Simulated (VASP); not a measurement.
# Ge2Br in VASP: notebook

Ge2Br is run at these levels: PBE; tasks: single point.

Program: VASP 6.6.1. These are calculated values, not measurements. Logs are shortened: lines on timing, memory, paths and dates and some standing lists are left out, and cuts for length are marked.

**1. The cell of the first run**

The cell holds a slab with vacuum, 3 atoms: a = 2.843 Å, b = 2.843 Å, c = 13.880 Å, α = 90.00°, β = 90.00°, γ = 120.00°.

The cell was built from a structure type or drawn by symmetry, and may not be a known phase.

**2. Single point, PBE**

INCAR reads:

```
SYSTEM = Ge2Br
PREC = Accurate
ENCUT = 520
EDIFF = 1E-6
ISMEAR = 0
SIGMA = 0.1
LREAL = .False.
LASPH = .True.
NELM = 100
ALGO = Normal
ISIF = 2
LWAVE = .False.
LCHARG = .False.
GGA = PE
NBANDS = 24
```

KPOINTS reads:

```
Automatic mesh
0
Gamma
  6 6 2
  0 0 0
```

POSCAR reads:

```
Ge2Br
1.0
    2.8431519000      0.0000000000      0.0000000000
   -1.4215759500      2.4622417800      0.0000000000
    0.0000000000      0.0000000000     13.8799201400
Ge Br
2 1
Direct
    0.3333333300      0.6666666700      0.8968331200
    0.3333333300      0.6666666700      0.1031668800
    0.0000000000      0.0000000000      0.0000000000
```

Potentials or basis: VASP PAW PBE potentials, release 64 (Ge_d, Br).

Command:

```console
cat potpaw_PBE.64/Ge_d/POTCAR potpaw_PBE.64/Br/POTCAR > POTCAR
mpirun -np 1 vasp_std > vasp.out
```

OUTCAR:

```text
SYSTEM = Ge2Br
   PREC = Accurate
   ENCUT = 520
   EDIFF = 1E-6
   ISMEAR = 0
   LREAL = .False.
   LASPH = .True.
   NELM = 100
   ISIF = 2
   GGA = PE

 ion  position               nearest neighbor table
   1  0.333  0.667  0.897-   3 2.18   3 2.18   3 2.18   2 2.86
   2  0.333  0.667  0.103-   3 2.18   3 2.18   3 2.18   1 2.86
   3  0.000  0.000  0.000-   1 2.18   2 2.18   1 2.18   2 2.18   1 2.18   2 2.18

  LATTYP: Found a hexagonal cell.
 ALAT       =     2.8431519000
 C/A-ratio  =     4.8818777991

  Lattice vectors:

 A1 = (   2.8431519000,   0.0000000000,   0.0000000000)
 A2 = (  -1.4215759500,   2.4622417800,   0.0000000000)
 A3 = (   0.0000000000,   0.0000000000,  13.8799201400)

Analysis of symmetry for initial positions (statically):
=====================================================================
 Subroutine PRICEL returns:
 Original cell was already a primitive cell.

 Routine SETGRP: Setting up the symmetry group for a
 hexagonal supercell.

 Subroutine GETGRP returns: Found 12 space group operations
 (whereof 12 operations were pure point group operations)
 out of a pool of 24 trial point group operations.

The static configuration has the point symmetry D_3h.

Analysis of symmetry for dynamics (positions and initial velocities):
=====================================================================
 Subroutine PRICEL returns:
 Original cell was already a primitive cell.

 Routine SETGRP: Setting up the symmetry group for a
 hexagonal supercell.

 Subroutine GETGRP returns: Found 12 space group operations
 (whereof 12 operations were pure point group operations)
 out of a pool of 24 trial point group operations.

The dynamic configuration has the point symmetry D_3h.

 Subroutine INISYM returns: Found 12 space group operations
 (whereof 12 operations are pure point group operations),
 and found     1 'primitive' translations

----------------------------------------------------------------------------------------

                                     Primitive cell

  volume of cell :      97.1668

  direct lattice vectors                    reciprocal lattice vectors
     2.843151900  0.000000000  0.000000000     0.351722326  0.203066979  0.000000000
    -1.421575950  2.462241780  0.000000000     0.000000000  0.406133958  0.000000000
     0.000000000  0.000000000 13.879920140     0.000000000  0.000000000  0.072046524

  length of vectors
     2.843151900  2.843151907 13.879920140     0.406133959  0.406133958  0.072046524

  position of ions in fractional coordinates (direct lattice)
     0.333333330  0.666666670  0.896833120
     0.333333330  0.666666670  0.103166880
     0.000000000  0.000000000  0.000000000

  ion indices of the primitive-cell ions
   primitive index   ion index
                 1           1
                 2           2
                 3           3

----------------------------------------------------------------------------------------

 KPOINTS: Automatic mesh

Automatic generation of k-mesh.
 Grid dimensions read from file:
 generate k-points for:    6    6    2

 Generating k-lattice:

  Cartesian coordinates                     Fractional coordinates (reciprocal lattice)
     0.058620388  0.033844497  0.000000000     0.166666667  0.000000000  0.000000000
     0.000000000  0.067688993  0.000000000     0.000000000  0.166666667  0.000000000
     0.000000000  0.000000000  0.036023262     0.000000000  0.000000000  0.500000000

  Length of vectors
     0.067688993  0.067688993  0.036023262

  Shift w.r.t. Gamma in fractional coordinates (k-lattice)
     0.000000000  0.000000000  0.000000000

 Subroutine IBZKPT returns following result:
 ===========================================

 Found     14 irreducible k-points:

 Following reciprocal coordinates:
            Coordinates               Weight
  0.000000  0.000000  0.000000      1.000000
  0.166667  0.000000  0.000000      6.000000
  0.333333  0.000000  0.000000      6.000000
  0.500000  0.000000  0.000000      3.000000
  0.166667  0.166667  0.000000      6.000000
  0.333333  0.166667  0.000000     12.000000
  0.333333  0.333333  0.000000      2.000000
  0.000000  0.000000  0.500000      1.000000
  0.166667  0.000000  0.500000      6.000000
  0.333333  0.000000  0.500000      6.000000
  0.500000  0.000000  0.500000      3.000000
  0.166667  0.166667  0.500000      6.000000
  0.333333  0.166667  0.500000     12.000000
  0.333333  0.333333  0.500000      2.000000
   k-points           NKPTS =     14   k-points in BZ     NKDIM =     14   number of bands    NBANDS=     24
   number of dos      NEDOS =    301   number of ions     NIONS =      3
   total plane-waves  NPLWV =  62208
   dimension x,y,z NGX =    24 NGY =   24 NGZ =  108
   dimension x,y,z NGXF=    48 NGYF=   48 NGZF=  216
   ions per type =               2   1
   NGX,Y,Z   is equivalent  to a cutoff of  14.03, 14.03, 12.94 a.u.
   NGXF,Y,Z  is equivalent  to a cutoff of  28.07, 28.07, 25.87 a.u.
 SYSTEM =  Ge2Br
   PREC   = accura    normal or accurate (medium, high low for compatibility)
   ISTART =      0    job   : 0-new  1-cont  2-samecut
   ICHARG =      2    charge: 1-file 2-atom 10-const
   ISPIN  =      1    spin polarized calculation?
   LNONCOLLINEAR =      F non collinear calculations
   LSORBIT =      F    spin-orbit coupling
   LASPH  =      T    aspherical Exc in radial PAW
   ENCUT  =  520.0 eV  38.22 Ry    6.18 a.u.   5.29  5.29 25.81*2*pi/ulx,y,z
   NELM   =    100;   NELMIN=  2; NELMDL= -5     # of ELM steps
   EDIFF  = 0.1E-05   stopping-criterion for ELM
   LREAL  =      F    real-space projection
[... 7 lines left out ...]
   TEBEG  =    0.0;   TEEND  =   0.0 temperature during run
   PSTRESS=    0.0 pullay stress
   NELECT =      35.0000    total number of electrons
   NUPDOWN=      -1.0000    fix difference up-down
   EMIN   =  10.00;   EMAX   =-10.00  energy-range for DOS
   EFERMI =   0.00;   METHOD = LEGACY
   ISMEAR =     0;   SIGMA  =   0.10  broadening in eV -4-tet -1-fermi 0-gaus
   EFERMI_NEDOS =   21; number of points for ismear=-14 and -15
   IALGO  =     38    algorithm
   IMIX   =      4    mixing-type and parameters
     AMIX     =   0.40;   BMIX     =  1.00
     AMIX_MAG =   1.60;   BMIX_MAG =  1.00
  volume/ion in A,a.u.               =      32.39       218.57
  Fermi-wavevector in a.u.,A,eV,Ry     =   1.164819  2.201188 18.460415  1.356802
  Thomas-Fermi vector in A             =   2.301352
   LORBIT       =      0    0 simple, 1 ext, 2 COOP (PROOUT), +10 PAW based schemes
   GGA     = PE    functional components
   LHFCALC =     F    Hartree Fock is set to
   AEXX    =    0.0000 exact exchange contribution
   IVDW    =     0    specifies the selected vdW correction
   LEPSILON=     F    determine dielectric tensor
   LRPA    =     F    only Hartree local field effects (RPA)
 non-spin polarized calculation
 Gauss-broadening in eV      SIGMA  =   0.10
  energy-cutoff  :      520.00
  volume of cell :       97.17
 maximum number of plane-waves:      2638
 NGX is ok and might be reduce to    24
   NGX = 11   NGY = 11   NGZ = 51

 number of electron      35.0000016 magnetization

 Free energy of the ion-electron system (eV)
  ---------------------------------------------------
  ext. energy  EPLUGINS =         0.00000000
  ---------------------------------------------------
  free energy    TOTEN  =         1.68201217 eV

  energy without entropy =        1.68948895  energy(sigma->0) =        1.68575056

 E-fermi :   2.9096     XC(G=0):  -6.1809

 val. band max:        2.8999306510   @ k =   0.5000   0.0000   0.0000
 cond. band min:       3.0303240376   @ k =   0.1667   0.1667   0.5000
 fundamental gap:      0.1303933866
 Fermi energy:         2.9096287135

 k-point     1 :       0.0000    0.0000    0.0000
  band No.  band energies     occupation
      1     -23.2941      2.00000
      2     -23.0241      2.00000
      3     -23.0241      2.00000
      4     -22.9920      2.00000
      5     -22.9785      2.00000
      6     -22.9785      2.00000
[... 16 lines left out ...]
     23       9.1041      0.00000
     24       9.1041      0.00000

 k-point     2 :       0.1667    0.0000    0.0000
  band No.  band energies     occupation
      1     -23.3642      2.00000
      2     -23.0846      2.00000
      3     -23.0183      2.00000
      4     -23.0173      2.00000
      5     -22.9607      2.00000
      6     -22.9605      2.00000
[... 16 lines left out ...]
     23       8.1903      0.00000
     24       8.3853      0.00000

 k-point     3 :       0.3333    0.0000    0.0000
  band No.  band energies     occupation
      1     -23.4495      2.00000
      2     -23.0823      2.00000
      3     -23.0708      2.00000
      4     -23.0268      2.00000
      5     -22.9877      2.00000
      6     -22.9780      2.00000
[... 16 lines left out ...]
     23       9.4348      0.00000
     24       9.8323      0.00000

 k-point     4 :       0.5000    0.0000    0.0000
  band No.  band energies     occupation
      1     -23.4782      2.00000
      2     -23.1151      2.00000
      3     -23.0633      2.00000
      4     -23.0346      2.00000
      5     -22.9950      2.00000
      6     -22.9931      2.00000
[... 16 lines left out ...]
     23      10.0719      0.00000
     24      10.3952      0.00000

 k-point     5 :       0.1667    0.1667    0.0000
  band No.  band energies     occupation
      1     -23.4258      2.00000
      2     -23.0759      2.00000
      3     -23.0520      2.00000
      4     -23.0380      2.00000
      5     -22.9637      2.00000
      6     -22.9576      2.00000
[... 181 lines left out ...]
 k-point    12 :       0.1667    0.1667    0.5000
  band No.  band energies     occupation
      1     -23.4258      2.00000
      2     -23.0759      2.00000
      3     -23.0520      2.00000
      4     -23.0380      2.00000
      5     -22.9637      2.00000
      6     -22.9576      2.00000
[... 16 lines left out ...]
     23       8.2905      0.00000
     24       8.6239      0.00000

 k-point    13 :       0.3333    0.1667    0.5000
  band No.  band energies     occupation
      1     -23.4583      2.00000
      2     -23.0897      2.00000
      3     -23.0756      2.00000
      4     -23.0462      2.00000
      5     -22.9768      2.00000
      6     -22.9557      2.00000
[... 16 lines left out ...]
     23       9.6743      0.00000
     24      10.7206      0.00000

 k-point    14 :       0.3333    0.3333    0.5000
  band No.  band energies     occupation
      1     -23.4469      2.00000
      2     -23.1105      2.00000
      3     -23.0798      2.00000
      4     -23.0295      2.00000
      5     -22.9926      2.00000
      6     -22.8937      2.00000
[... 16 lines left out ...]
     23       9.9414      0.00000
     24      11.4196      0.00000

------------------------ aborting loop because EDIFF is reached ----------------------------------------

  FORCE on cell =-STRESS in cart. coord.  units (eV):
  Direction    XX          YY          ZZ          XY          YZ          ZX
  --------------------------------------------------------------------------------------
  -------------------------------------------------------------------------------------
  Total       29.2996468     29.2996469     41.2650423      0.0000000      0.0000000      0.0000000
  in kB      483.1202485    483.1202516    680.4169907      0.0000000      0.0000000      0.0000000
  external PRESSURE =     548.8858303 kB  Pullay stress =       0.0000000 kB

 VOLUME and BASIS-vectors are now :
 -----------------------------------------------------------------------------
  energy-cutoff  :      520.00
  volume of cell :       97.17
      direct lattice vectors                 reciprocal lattice vectors
     2.843151900  0.000000000  0.000000000     0.351722326  0.203066979  0.000000000
    -1.421575950  2.462241780  0.000000000     0.000000000  0.406133958  0.000000000
     0.000000000  0.000000000 13.879920140     0.000000000  0.000000000  0.072046524

 POSITION                                       TOTAL-FORCE (eV/Angst)
 -----------------------------------------------------------------------------------
     -0.00000      1.64149     12.44797         0.000000      0.000000    -14.416273
     -0.00000      1.64149      1.43195        -0.000000      0.000000     14.416273
      0.00000      0.00000      0.00000         0.000000      0.000000     -0.000000
 -----------------------------------------------------------------------------------
    total drift:                                0.000014     -0.000008     -0.000000

  FREE ENERGIE OF THE ION-ELECTRON SYSTEM (eV)
  ---------------------------------------------------
  free  energy   TOTEN  =         1.6820121722 eV

  energy  without entropy=        1.6894889527  energy(sigma->0) =        1.68575056
```

Run time: 49 s. Hardware: 1 thread of Intel Xeon 8259CL, shared host; peak memory 0.25 GiB.

Results:

* Free energy: 1.6820 eV
* Largest force: 14.416 eV/Å
* Band gap on the k mesh: zero (an odd number of electrons rules out a gap without spin polarisation)

Forces in eV/Å, atoms in the order of the input:
```
Ge    0.000   0.000 -14.416
Ge    0.000   0.000  14.416
Br    0.000   0.000   0.000
```

Levels at points of the mesh, in eV from the Fermi level:
| k point | band 16 | band 17 | band 18 | band 19 | band 20 | band 21 |
| --- | --- | --- | --- | --- | --- | --- |
| (0.00, 0.00, 0.00) | -5.18 | 1.26 | 2.27 | 3.35 | 3.35 | 3.47 |
| (0.50, 0.00, 0.00) | -4.14 | -2.89 | -0.96 | -0.01 | 1.67 | 2.29 |
| (0.00, 0.00, 0.50) | -5.18 | 1.28 | 2.35 | 3.00 | 3.35 | 3.35 |
| (0.50, 0.00, 0.50) | -4.14 | -2.89 | -0.96 | -0.01 | 1.67 | 2.29 |

Caveat: the k points lie up to 0.43 Å⁻¹ apart, too coarse for converged energies and pressures of a metal; an odd number of electrons without spin polarisation forces a metal; a magnetic or distorted state may lie lower.

**3. Single point, PBE**

This run uses another cell than the first one.

INCAR reads:

```
SYSTEM = Ge2Br
PREC     = Accurate       ! precision mode
ENCUT    = 520            ! plane-wave cutoff, eV
EDIFF    = 1E-7           ! SCF threshold, eV
ISMEAR   = 0              ! smearing method
SIGMA    = 0.1            ! smearing width, eV
LREAL    = .False.        ! projectors in reciprocal space
LASPH    = .True.         ! aspherical terms in the spheres
NELM     = 60             ! most SCF steps
ALGO     = Normal         ! electronic algorithm
ISIF     = 2              ! what is computed and relaxed
LWAVE    = .False.        ! write WAVECAR
LCHARG   = .False.        ! write CHGCAR
GGA      = PE             ! functional
NBANDS   = 24             ! bands
```

KPOINTS reads:

```
Automatic mesh
0
Gamma
  18 18 4
  0 0 0
```

POSCAR reads:

```
Ge2Br
1.0
    3.2534670327      0.0000000000      0.0000000000
   -1.6267335164      2.8175851007      0.0000000000
    0.0000000000      0.0000000000     13.2344437072
Ge Br
2 1
Direct
    0.3333333333      0.6666666667      0.8278857412
    0.3333333333      0.6666666667      0.1721142588
    0.0000000000      0.0000000000      0.0000000000
```

Potentials or basis: VASP PAW PBE potentials, release 64 (Ge_d, Br).

Command:

```console
cat potpaw_PBE.64/Ge_d/POTCAR potpaw_PBE.64/Br/POTCAR > POTCAR
mpirun -np 1 vasp_std > vasp.out
```

It took 4 min on 1 thread of Intel Xeon 8259CL, shared host; peak memory 0.43 GiB.

The run converged. Its results:

```yaml
Free_energy: -9.1341 eV
Largest_force: 0.007 eV/Å
Band_gap_on_the_k_mesh: zero (an odd number of electrons rules out a gap without spin polarisation)
```

Forces on the atoms (eV/Å):
```
Ge   0.000  0.000 -0.007
Ge   0.000  0.000  0.007
Br   0.000  0.000  0.000
```

Levels at points of the mesh, in eV from the Fermi level:
```csv
k point,band 14,band 15,band 16,band 17,band 18,band 19,band 20,band 21,band 22,band 23
"(0.00, 0.00, 0.00)",-4.81,-1.16,-1.16,-0.84,1.63,3.21,5.55,5.55,5.55,5.55
"(0.50, 0.00, 0.00)",-5.16,-5.14,-2.67,-2.53,-1.24,1.07,2.05,2.97,3.75,5.41
"(0.00, 0.00, 0.50)",-4.81,-1.16,-1.16,-0.81,1.42,3.79,4.85,5.55,5.55,5.55
"(0.50, 0.00, 0.50)",-5.16,-5.15,-2.67,-2.53,-1.24,1.07,2.05,2.97,3.75,5.45
```

Caveat: an odd number of electrons without spin polarisation forces a metal; a magnetic or distorted state may lie lower.
